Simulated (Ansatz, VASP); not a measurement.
One calculation of AlNi3, two programs

```
Al Ni
1.0
    -0.13199    2.68839    2.68839
     2.68839   -0.13199    2.68839
     2.68839    2.68839   -0.13199
Al Ni
1 3
Direct
  0.50000 0.50000 0.50000
  0.25000 0.25000 0.25000
  0.00000 0.00000 0.00000
  0.75000 0.75000 0.75000
```

Alike in both runs: task single point; functional PBEsol; k mesh 14 × 14 × 14; occupations gaussian, width 0.15 eV; no spin polarisation.

|  | VASP | Ansatz |
| --- | --- | --- |
| version | VASP 6.6.1 | Ansatz 0.2.0 |
| potentials or method | VASP PAW PBE potentials, release 64 (Al, Ni), cutoff 520 eV | scalar-relativistic, plane waves, PAW |
| valence electrons in the cell | 33 | 57 |

VASP gave:

| Item | Value |
| --- | --- |
| gap on the k mesh at the Fermi level (eV) | none |
| pressure (GPa) | 12.6 |
| traceless stress, the component that is largest in VASP (GPa) | 9.89 |
| rms of the force components (eV/Å) | 0.052 |

Problem. What did Ansatz give for the same quantities?

Solution. gap on the k mesh at the Fermi level (eV): none; pressure (GPa): 12.6; traceless stress, the component that is largest in VASP (GPa): 9.96; rms of the force components (eV/Å): 0.057.

VASP's potentials were made for PBE, not for PBEsol, and Ansatz warns of the same on its side. Atom by atom the forces differ by 0.005 eV/Å (rms over components). A gap of «none» marks a metal or a gap that the smearing closes. VASP's potentials hold 33 valence electrons a cell and Ansatz's 57, so a difference there can come from the potentials and not from the codes.
